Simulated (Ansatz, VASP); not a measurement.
**One calculation of B, two programs**

```
B
1.0
    -1.00638    1.00638    1.45329
     1.00638   -1.00638    1.45329
     1.00638    1.00638   -1.45329
B
1
Direct
  0.00000 0.00000 0.00000
```

Alike in both runs: functional PBE; k mesh 30 × 30 × 30; occupations gaussian, width 0.1 eV; no spin polarisation.

Ansatz relaxed the structure, and its values are those at the end. VASP's run is a single point on that final structure, the one shown.

|  | VASP | Ansatz |
| --- | --- | --- |
| version | VASP 6.6.1 | Ansatz 0.2.0 |
| potentials or method | VASP PAW PBE potentials, release 64 (B), cutoff 520 eV | scalar-relativistic, plane waves, PAW |
| valence electrons in the cell | 3 | 3 |

|  | VASP | Ansatz | Ansatz less VASP |
| --- | --- | --- | --- |
| gap on the k mesh at the Fermi level (eV) | none | none | - |
| pressure (GPa) | 0.0 | 0.0 | -0.03 |

A gap of «none» marks a metal or a gap that the smearing closes. With one functional, cell and mesh, what is left measures potentials, basis and numerics.
